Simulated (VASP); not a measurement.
# OsC2 (P6_3/mmc) in VASP: a series of runs

OsC2 is run at these levels: PBE; tasks: single point, relaxation of cell and atoms.

Everything below comes from runs of VASP 6.6.1. Logs are shortened: lines on timing, memory, paths and dates and some standing lists are left out, and cuts for length are marked.

### 1 The cell of the first run

The structure is hexagonal, space group P6_3/mmc (No. 194). The conventional cell has a = 3.196 Å, b = 3.196 Å, c = 10.297 Å, α = 90.00°, β = 90.00°, γ = 120.00°. Os (site symmetry -6m2) has 6 C at 2.03 Å within 2.7 Å. Within 2.2 Å of C (site symmetry 3m) lie 1 C at 1.69 Å and 3 Os at 2.03 Å.

### 2 Single point, PBE

Contents of INCAR:

```
SYSTEM = OsC2
PREC     = Accurate       ! precision mode
ENCUT    = 520            ! plane-wave cutoff, eV
EDIFF    = 1E-6           ! SCF threshold, eV
ISMEAR   = 0              ! smearing method
SIGMA    = 0.1            ! smearing width, eV
LREAL    = .False.        ! projectors in reciprocal space
LASPH    = .True.         ! aspherical terms in the spheres
NELM     = 100            ! most SCF steps
ALGO     = Normal         ! electronic algorithm
ISIF     = 2              ! what is computed and relaxed
LWAVE    = .False.        ! write WAVECAR
LCHARG   = .False.        ! write CHGCAR
GGA      = PE             ! functional
NBANDS   = 25             ! bands
```

Contents of KPOINTS:

```
regular mesh
0
Gamma
  6 6 2
  0 0 0
```

Contents of POSCAR:

```
OsC2
1.0
    3.1955074426      0.0000000000      0.0000000000
   -1.5977537212      2.7673906233      0.0000000000
    0.0000000000      0.0000000000     10.2971335393
Os C
2 4
Direct
    0.3333333333      0.6666666667      0.2500000000
    0.6666666667      0.3333333333      0.7500000000
    0.3333333333      0.6666666667      0.6679505444
    0.6666666667      0.3333333333      0.1679505444
    0.3333333333      0.6666666667      0.8320494556
    0.6666666667      0.3333333333      0.3320494556
```

Potentials or basis: VASP PAW PBE potentials, release 64 (Os, C).

The run is started by

```sh
cat potpaw_PBE.64/Os/POTCAR potpaw_PBE.64/C/POTCAR > POTCAR
mpirun -np 1 vasp_std > vasp.out
```

OUTCAR:

```text
SYSTEM = OsC2
   PREC = Accurate
   ENCUT = 520
   EDIFF = 1E-6
   ISMEAR = 0
   LREAL = .False.
   LASPH = .True.
   NELM = 100
   ISIF = 2
   GGA = PE

 ion  position               nearest neighbor table
   1  0.333  0.667  0.250-   4 2.03   6 2.03   4 2.03   6 2.03   4 2.03   6 2.03
   2  0.667  0.333  0.750-   3 2.03   5 2.03   3 2.03   5 2.03   3 2.03   5 2.03
   3  0.333  0.667  0.668-   5 1.69   2 2.03   2 2.03   2 2.03
   4  0.667  0.333  0.168-   6 1.69   1 2.03   1 2.03   1 2.03
   5  0.333  0.667  0.832-   3 1.69   2 2.03   2 2.03   2 2.03
   6  0.667  0.333  0.332-   4 1.69   1 2.03   1 2.03   1 2.03

  LATTYP: Found a hexagonal cell.
 ALAT       =     3.1955074426
 C/A-ratio  =     3.2223782057

  Lattice vectors:

 A1 = (   3.1955074426,   0.0000000000,   0.0000000000)
 A2 = (  -1.5977537212,   2.7673906233,   0.0000000000)
 A3 = (   0.0000000000,   0.0000000000,  10.2971335393)

Analysis of symmetry for initial positions (statically):
=====================================================================
 Subroutine PRICEL returns:
 Original cell was already a primitive cell.

 Routine SETGRP: Setting up the symmetry group for a
 hexagonal supercell.

 Subroutine GETGRP returns: Found 24 space group operations
 (whereof 12 operations were pure point group operations)
 out of a pool of 24 trial point group operations.

The static configuration has the point symmetry D_3d.
 The point group associated with its full space group is D_6h.

Analysis of symmetry for dynamics (positions and initial velocities):
=====================================================================
 Subroutine PRICEL returns:
 Original cell was already a primitive cell.

 Routine SETGRP: Setting up the symmetry group for a
 hexagonal supercell.

 Subroutine GETGRP returns: Found 24 space group operations
 (whereof 12 operations were pure point group operations)
 out of a pool of 24 trial point group operations.

The dynamic configuration has the point symmetry D_3d.
 The point group associated with its full space group is D_6h.

 Subroutine INISYM returns: Found 24 space group operations
 (whereof 12 operations are pure point group operations),
 and found     1 'primitive' translations

----------------------------------------------------------------------------------------

                                     Primitive cell

  volume of cell :      91.0598

  direct lattice vectors                    reciprocal lattice vectors
     3.195507443  0.000000000  0.000000000     0.312939343  0.180675614  0.000000000
    -1.597753721  2.767390623  0.000000000     0.000000000  0.361351228  0.000000000
     0.000000000  0.000000000 10.297133539     0.000000000  0.000000000  0.097114405

  length of vectors
     3.195507443  3.195507443 10.297133539     0.361351228  0.361351228  0.097114405

  position of ions in fractional coordinates (direct lattice)
     0.333333333  0.666666667  0.250000000
     0.666666667  0.333333333  0.750000000
     0.333333333  0.666666667  0.667950544
     0.666666667  0.333333333  0.167950544
     0.333333333  0.666666667  0.832049456
     0.666666667  0.333333333  0.332049456

  ion indices of the primitive-cell ions
   primitive index   ion index
                 1           1
                 2           2
                 3           3
                 4           4
                 5           5
                 6           6

----------------------------------------------------------------------------------------

 KPOINTS: regular mesh

Automatic generation of k-mesh.
 Grid dimensions read from file:
 generate k-points for:    6    6    2

 Generating k-lattice:

  Cartesian coordinates                     Fractional coordinates (reciprocal lattice)
     0.052156557  0.030112602  0.000000000     0.166666667  0.000000000  0.000000000
     0.000000000  0.060225205  0.000000000     0.000000000  0.166666667  0.000000000
     0.000000000  0.000000000  0.048557203     0.000000000  0.000000000  0.500000000

  Length of vectors
     0.060225205  0.060225205  0.048557203

  Shift w.r.t. Gamma in fractional coordinates (k-lattice)
     0.000000000  0.000000000  0.000000000

 Subroutine IBZKPT returns following result:
 ===========================================

 Found     14 irreducible k-points:

 Following reciprocal coordinates:
            Coordinates               Weight
  0.000000  0.000000  0.000000      1.000000
  0.166667  0.000000  0.000000      6.000000
  0.333333  0.000000  0.000000      6.000000
  0.500000  0.000000  0.000000      3.000000
  0.166667  0.166667  0.000000      6.000000
  0.333333  0.166667  0.000000     12.000000
  0.333333  0.333333  0.000000      2.000000
  0.000000  0.000000  0.500000      1.000000
  0.166667  0.000000  0.500000      6.000000
  0.333333  0.000000  0.500000      6.000000
  0.500000  0.000000  0.500000      3.000000
  0.166667  0.166667  0.500000      6.000000
  0.333333  0.166667  0.500000     12.000000
  0.333333  0.333333  0.500000      2.000000
   k-points           NKPTS =     14   k-points in BZ     NKDIM =     14   number of bands    NBANDS=     25
   number of dos      NEDOS =    301   number of ions     NIONS =      6
   total plane-waves  NPLWV =  46080
   dimension x,y,z NGX =    24 NGY =   24 NGZ =   80
   dimension x,y,z NGXF=    48 NGYF=   48 NGZF=  160
   ions per type =               2   4
   NGX,Y,Z   is equivalent  to a cutoff of  12.49, 12.49, 12.92 a.u.
   NGXF,Y,Z  is equivalent  to a cutoff of  24.97, 24.97, 25.83 a.u.
 SYSTEM =  OsC2
   PREC   = accura    normal or accurate (medium, high low for compatibility)
   ISTART =      0    job   : 0-new  1-cont  2-samecut
   ICHARG =      2    charge: 1-file 2-atom 10-const
   ISPIN  =      1    spin polarized calculation?
   LNONCOLLINEAR =      F non collinear calculations
   LSORBIT =      F    spin-orbit coupling
   LASPH  =      T    aspherical Exc in radial PAW
   ENCUT  =  520.0 eV  38.22 Ry    6.18 a.u.   5.94  5.94 19.15*2*pi/ulx,y,z
   NELM   =    100;   NELMIN=  2; NELMDL= -5     # of ELM steps
   EDIFF  = 0.1E-05   stopping-criterion for ELM
   LREAL  =      F    real-space projection
   EDIFFG = 0.1E-04   stopping-criterion for IOM
   NSW    =      0    number of steps for IOM
   IBRION =     -1    ionic relax: 0-MD 1-quasi-New 2-CG
   NFREE  =      0    steps in history (QN), initial steepest desc. (CG)
   ISIF   =      2    stress and relaxation
   ISYM   =      2    0-nonsym 1-usesym 2-fastsym
   POTIM  = 0.5000    time-step for ionic-motion
   TEBEG  =    0.0;   TEEND  =   0.0 temperature during run
   PSTRESS=    0.0 pullay stress
   NELECT =      32.0000    total number of electrons
   NUPDOWN=      -1.0000    fix difference up-down
   EMIN   =  10.00;   EMAX   =-10.00  energy-range for DOS
   EFERMI =   0.00;   METHOD = LEGACY
   ISMEAR =     0;   SIGMA  =   0.10  broadening in eV -4-tet -1-fermi 0-gaus
   EFERMI_NEDOS =   21; number of points for ismear=-14 and -15
   IALGO  =     38    algorithm
   IMIX   =      4    mixing-type and parameters
     AMIX     =   0.40;   BMIX     =  1.00
     AMIX_MAG =   1.60;   BMIX_MAG =  1.00
  volume/ion in A,a.u.               =      15.18       102.42
  Fermi-wavevector in a.u.,A,eV,Ry     =   1.155268  2.183139 18.158925  1.334643
  Thomas-Fermi vector in A             =   2.291898
   LORBIT       =      0    0 simple, 1 ext, 2 COOP (PROOUT), +10 PAW based schemes
   GGA     = PE    functional components
   LHFCALC =     F    Hartree Fock is set to
   AEXX    =    0.0000 exact exchange contribution
   IVDW    =     0    specifies the selected vdW correction
   LEPSILON=     F    determine dielectric tensor
   LRPA    =     F    only Hartree local field effects (RPA)
 non-spin polarized calculation
 Gauss-broadening in eV      SIGMA  =   0.10
  energy-cutoff  :      520.00
  volume of cell :       91.06
 maximum number of plane-waves:      2480
 NGX is ok and might be reduce to    24
   NGX = 11   NGY = 11   NGZ = 39

 number of electron      31.9999998 magnetization

 Free energy of the ion-electron system (eV)
  ---------------------------------------------------
  ext. energy  EPLUGINS =         0.00000000
  ---------------------------------------------------
  free energy    TOTEN  =       -50.03902076 eV

  energy without entropy =      -50.02433473  energy(sigma->0) =      -50.03167775

 E-fermi :   2.6973     XC(G=0):  -9.7435

 val. band max:        2.6512635915   @ k =   0.3333   0.0000   0.5000
 cond. band min:       2.7505415083   @ k =   0.3333   0.0000   0.0000
 fundamental gap:      0.0992779168
 Fermi energy:         2.6973187259

 k-point     1 :       0.0000    0.0000    0.0000
  band No.  band energies     occupation
      1     -13.4371      2.00000
      2     -13.4177      2.00000
      3      -5.2393      2.00000
      4      -4.8394      2.00000
      5      -4.3407      2.00000
      6      -4.3407      2.00000
[... 17 lines left out ...]
     24       8.5983      0.00000
     25       8.6219      0.00000

 k-point     2 :       0.1667    0.0000    0.0000
  band No.  band energies     occupation
      1     -13.0366      2.00000
      2     -13.0185      2.00000
      3      -5.4629      2.00000
      4      -5.1758      2.00000
      5      -4.6554      2.00000
      6      -4.6291      2.00000
[... 17 lines left out ...]
     24       7.8467      0.00000
     25       7.8717      0.00000

 k-point     3 :       0.3333    0.0000    0.0000
  band No.  band energies     occupation
      1     -12.2403      2.00000
      2     -12.2278      2.00000
      3      -5.8619      2.00000
      4      -5.7387      2.00000
      5      -4.6268      2.00000
      6      -4.5764      2.00000
[... 272 lines left out ...]
 k-point    13 :       0.3333    0.1667    0.5000
  band No.  band energies     occupation
      1     -11.8259      2.00000
      2     -11.8259      2.00000
      3      -5.9060      2.00000
      4      -5.9060      2.00000
      5      -4.0308      2.00000
      6      -4.0308      2.00000
[... 17 lines left out ...]
     24       9.6713      0.00000
     25      11.1781      0.00000

 k-point    14 :       0.3333    0.3333    0.5000
  band No.  band energies     occupation
      1     -11.6060      2.00000
      2     -11.6060      2.00000
      3      -5.8647      2.00000
      4      -5.8647      2.00000
      5      -2.9848      2.00000
      6      -2.9848      2.00000
[... 17 lines left out ...]
     24      10.1409      0.00000
     25      11.4238      0.00000

------------------------ aborting loop because EDIFF is reached ----------------------------------------

  FORCE on cell =-STRESS in cart. coord.  units (eV):
  Direction    XX          YY          ZZ          XY          YZ          ZX
  --------------------------------------------------------------------------------------
  -------------------------------------------------------------------------------------
  Total        1.2436526      1.2436526      0.7843958      0.0000000      0.0000000      0.0000000
  in kB       21.8817993     21.8817993     13.8012750      0.0000000      0.0000000      0.0000000
  external PRESSURE =      19.1882912 kB  Pullay stress =       0.0000000 kB

 VOLUME and BASIS-vectors are now :
 -----------------------------------------------------------------------------
  energy-cutoff  :      520.00
  volume of cell :       91.06
      direct lattice vectors                 reciprocal lattice vectors
     3.195507443  0.000000000  0.000000000     0.312939343  0.180675614  0.000000000
    -1.597753721  2.767390623  0.000000000     0.000000000  0.361351228  0.000000000
     0.000000000  0.000000000 10.297133539     0.000000000  0.000000000  0.097114405

 POSITION                                       TOTAL-FORCE (eV/Angst)
 -----------------------------------------------------------------------------------
     -0.00000      1.84493      2.57428        -0.000000     -0.000000      0.000000
      1.59775      0.92246      7.72285         0.000000     -0.000000      0.000000
     -0.00000      1.84493      6.87798         0.000000      0.000000     -0.210595
      1.59775      0.92246      1.72941        -0.000000      0.000000     -0.210595
     -0.00000      1.84493      8.56772        -0.000000     -0.000000      0.210595
      1.59775      0.92246      3.41916         0.000000      0.000000      0.210595
 -----------------------------------------------------------------------------------
    total drift:                               -0.000000      0.000000      0.000000

  FREE ENERGIE OF THE ION-ELECTRON SYSTEM (eV)
  ---------------------------------------------------
  free  energy   TOTEN  =       -50.0390207642 eV

  energy  without entropy=      -50.0243347301  energy(sigma->0) =      -50.03167775
```

Run time: 23 s. Hardware: 1 thread of Intel Xeon 6975P-C (Granite Rapids), shared host; peak memory 0.2 GiB.

What came out:

| Item | Value |
| --- | --- |
| Free energy | -50.0390 eV |
| Pressure | 1.9 GPa |
| Largest force | 0.211 eV/Å |
| Band gap on the k mesh | zero (band 16 reaches 4.70 eV, above the bottom of band 17 at 2.23 eV) |

Forces in eV/Å, atoms in the order of the input:
```
Os   0.000  0.000  0.000
Os   0.000  0.000  0.000
C    0.000  0.000 -0.211
C    0.000  0.000 -0.211
C    0.000  0.000  0.211
C    0.000  0.000  0.211
```

Caveat: the k points lie up to 0.38 Å⁻¹ apart; spin-orbit coupling is left out, which moves the levels of the heavy elements.

### 3 Relaxation of cell and atoms, PBE

This run uses another cell than the first one, of 8.91 Å³/atom, 0.587 times its volume.

Contents of INCAR:

```
ALGO = Normal
EDIFF = 1E-6
EDIFFG = -0.04
ENCUT = 600
GGA = PE
IBRION = 2
ISIF = 3
ISMEAR = 0
LASPH = T
LCHARG = F
LREAL = F
LWAVE = F
NELM = 80
NSW = 90
PREC = Accurate
SIGMA = 0.1
```

Contents of KPOINTS:

```
k-points
0
Gamma
  6 6 2
```

Contents of POSCAR:

```
OsC2
1.0
    2.5129339397      0.0000000000      0.0000000000
   -1.2564669698      2.1762646298      0.0000000000
    0.0000000000      0.0000000000      9.7742825479
Os C
2 4
Direct
    0.3333333333      0.6666666667      0.2500000000
    0.6666666667      0.3333333333      0.7500000000
    0.3333333333      0.6666666667      0.6275000000
    0.6666666667      0.3333333333      0.1275000000
    0.3333333333      0.6666666667      0.8725000000
    0.6666666667      0.3333333333      0.3725000000
```

Potentials or basis: VASP PAW PBE potentials, release 64 (Os, C).

The run is started by

```sh
cat potpaw_PBE.64/Os/POTCAR potpaw_PBE.64/C/POTCAR > POTCAR
mpirun -np 1 vasp_std > vasp.out
```

Run time: 6.6 min. Hardware: 1 thread of Intel Xeon 6975P-C (Granite Rapids), shared host; peak memory 0.19 GiB.

The run converged. Its results:

| Item | Value |
| --- | --- |
| Free energy | -49.9582 eV |
| Relaxed volume | 14.69 Å³/atom |
| Relaxed cell | a = 3.195 Å, b = 3.195 Å, c = 9.969 Å, α = 90.00°, β = 90.00°, γ = 120.00° |
| Space group after relaxing (to 0.05 Å) | P6_3/mmc (No. 194) |
| Energy gained by relaxing | 1936.4 meV/atom |
| Ionic steps | 40 |
| Pressure after relaxing | 0.0 GPa |
| Largest force after relaxing | 0.032 eV/Å |
| Band gap on the k mesh | zero (band 16 reaches 5.06 eV, above the bottom of band 17 at 2.51 eV) |

Forces on the atoms (eV/Å):
```
Os   0.000  0.000  0.000
Os   0.000  0.000  0.000
C    0.000  0.000  0.032
C    0.000  0.000  0.032
C    0.000  0.000 -0.032
C    0.000  0.000 -0.032
```

Stress tensor (GPa, compression positive):
```
-0.01  0.00  0.00
 0.00 -0.01  0.00
 0.00  0.00 -0.10
```

The path:
| step | energy change (eV) | largest force (eV/Å) | pressure (GPa) | volume (Å³) |
| --- | --- | --- | --- | --- |
| 1 | 0.0000 | 7.9167 | 167.56 | 53.45 |
| 2 | 16.1782 | 2.4802 | -30.12 | 161.45 |
| 3 | 5.1784 | 3.5922 | -40.93 | 117.83 |
| 4 | -2.6239 | 3.6790 | -42.34 | 92.80 |
| 5 | -7.6895 | 1.7675 | -11.31 | 71.37 |
| 6 | -7.7967 | 0.8878 | 4.67 | 67.48 |
| 7 | -7.8138 | 1.1900 | -0.85 | 68.68 |
| 8 | -8.9132 | 1.4619 | -0.11 | 69.27 |
| 9 | -11.1328 | 1.1307 | 0.56 | 68.19 |
| 10 | -10.9858 | 0.1662 | 1.41 | 67.51 |
| 11 | -11.1366 | 0.9981 | 0.53 | 68.05 |
| 12 | -11.2479 | 0.6102 | 8.75 | 68.74 |
| 13 | -11.2636 | 0.1500 | 6.61 | 68.57 |
| 14 | -11.3776 | 0.1658 | 1.53 | 71.44 |
| 15 | -11.4188 | 0.1608 | -2.08 | 74.05 |
| 16 | -11.4222 | 0.1806 | -3.61 | 75.32 |
| 17 | -11.5244 | 0.1882 | 0.97 | 76.32 |
| 18 | -11.5375 | 0.1581 | 3.24 | 76.72 |
| 19 | -11.5381 | 0.1498 | 4.31 | 76.90 |
| 20 | -11.5656 | 0.4765 | -0.39 | 80.24 |
| 21 | -11.5666 | 0.3841 | 0.31 | 79.70 |
| 22 | -11.5838 | 0.2913 | -0.73 | 80.98 |
| 23 | -11.5919 | 0.1805 | -1.81 | 82.49 |
| 24 | -11.5992 | 0.1867 | 1.23 | 82.61 |
| 25 | -11.6000 | 0.1004 | 0.51 | 82.58 |
| 26 | -11.6035 | 0.0613 | 0.72 | 82.88 |
| 27 | -11.6063 | 0.0031 | 1.10 | 83.35 |
| 28 | -11.6079 | 0.1692 | -0.76 | 84.35 |
| 29 | -11.6083 | 0.1130 | -0.16 | 84.02 |
| 30 | -11.6097 | 0.0891 | -0.29 | 84.36 |
| 31 | -11.6115 | 0.0121 | -0.64 | 85.39 |
| 32 | -11.6125 | 0.0218 | -0.30 | 85.49 |
| 33 | -11.6135 | 0.1160 | 0.63 | 85.74 |
| 34 | -11.6145 | 0.0995 | 0.65 | 86.01 |
| 35 | -11.6164 | 0.0550 | 0.75 | 86.79 |
| 36 | -11.6160 | 0.0193 | 1.01 | 88.36 |
| 37 | -11.6168 | 0.0219 | 0.88 | 87.52 |
| 38 | -11.6178 | 0.0832 | -0.34 | 88.30 |
| 39 | -11.6179 | 0.0554 | -0.03 | 88.10 |
| 40 | -11.6181 | 0.0316 | -0.04 | 88.16 |

Final structure:
```cif
data_structure
_symmetry_space_group_name_H-M 'P 1'
_symmetry_Int_Tables_number 1
_cell_length_a 3.1955
_cell_length_b 3.1955
_cell_length_c 9.9693
_cell_angle_alpha 90.000
_cell_angle_beta 90.000
_cell_angle_gamma 120.000
_cell_volume 88.16
loop_
_atom_site_label
_atom_site_type_symbol
_atom_site_fract_x
_atom_site_fract_y
_atom_site_fract_z
_atom_site_occupancy
Os1 Os 0.33333 0.66667 0.25000 1
Os2 Os 0.66667 0.33333 0.75000 1
C1 C 0.33333 0.66667 0.66432 1
C2 C 0.66667 0.33333 0.16432 1
C3 C 0.33333 0.66667 0.83568 1
C4 C 0.66667 0.33333 0.33568 1
```

Levels at points of the mesh, in eV from the Fermi level:
| k point | band 11 | band 12 | band 13 | band 14 | band 15 | band 16 | band 17 | band 18 | band 19 | band 20 |
| --- | --- | --- | --- | --- | --- | --- | --- | --- | --- | --- |
| (0.00, 0.00, 0.00) | -3.10 | -3.10 | -3.08 | -3.08 | 1.82 | 2.07 | 4.38 | 4.38 | 4.41 | 4.41 |
| (0.50, 0.00, 0.00) | -3.36 | -2.78 | -2.37 | -2.11 | -0.89 | -0.82 | -0.31 | -0.01 | 1.00 | 1.05 |
| (0.00, 0.00, 0.50) | -3.09 | -3.09 | -3.09 | -3.09 | 1.90 | 1.90 | 4.39 | 4.39 | 4.39 | 4.39 |
| (0.50, 0.00, 0.50) | -3.14 | -3.14 | -2.18 | -2.18 | -0.84 | -0.84 | -0.18 | -0.18 | 1.03 | 1.03 |

Caveat: the k points lie up to 0.38 Å⁻¹ apart in the final cell; the volume moved by over 15 % at a fixed basis, so the end points are rough; spin-orbit coupling is left out, which moves the levels of the heavy elements.
